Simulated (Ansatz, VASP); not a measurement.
## One calculation of Sr, two programs

```xyz
1
Lattice="0.0000 2.8630 3.4356 2.8630 0.0000 3.4356 2.8630 2.8630 0.0000" Properties=species:S:1:pos:R:3 pbc="T T T"
Sr    0.0000    0.0000    0.0000
```

Alike in both runs: task single point; functional PBEsol; k mesh 10 × 10 × 10; occupations gaussian, width 0.03 eV; no spin polarisation.

|  | VASP | Ansatz |
| --- | --- | --- |
| version | VASP 6.6.1 | Ansatz 0.2.0 |
| potentials or method | VASP PAW PBE potentials, release 64 (Sr_sv), cutoff 520 eV | scalar-relativistic, plane waves, PAW |
| valence electrons in the cell | 10 | 10 |

```csv
,VASP,Ansatz,Ansatz less VASP
gap on the k mesh at the Fermi level (eV),none,none,-
pressure (GPa),-1.0,-1.0,-0.01
"traceless stress, the component that is largest in VASP (GPa)",-1.29,-1.29,-0.002
```

VASP's potentials were made for PBE, not for PBEsol. A gap of «none» marks a metal or a gap that the smearing closes. With one functional, cell and mesh, what is left measures potentials, basis and numerics.
